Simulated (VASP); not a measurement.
Runs of VASP 6.6.1 on K. The structure is that of space group P4/mmm (No. 123), or close to it. The cells are those of the table. 

```csv
cell,gap on the mesh (eV),pressure (GPa)
"a = 3.955, b = 4.310, c = 4.310 Å, 1 atom",none,0.3
"a = 3.955, b = 4.310, c = 4.548 Å, 1 atom",none,0.1
"a = 3.955, b = 4.310 Å, 1 atom",none,0.6
"a = 4.073, b = 4.310, c = 4.429 Å, 1 atom",none,0.1
"a = 4.666, b = 4.310, c = 4.785 Å, 1 atom",none,(a)
"a = 3.836, b = 4.310 Å, 1 atom",none,(b)
"a = 3.836, b = 4.310, c = 4.310 Å, 1 atom",none,0.4
"a = 3.955, b = 4.310, c = 4.429 Å, 1 atom",none,0.2
```

Alike in all rows: task single point; level r2SCAN; potentials or basis VASP PAW PBE potentials, release 64 (K_sv); no spin polarisation; k mesh 10 × 10 × 10; cutoff (eV) 520; smearing gaussian 0.15 eV.

Fill in the values left out.

(a) -0.4; (b) 1.0.

Caveats: the PAW data sets were made with another functional, which shifts forces and pressure a little.

A gap of «none» marks levels without a gap at the run's occupations.
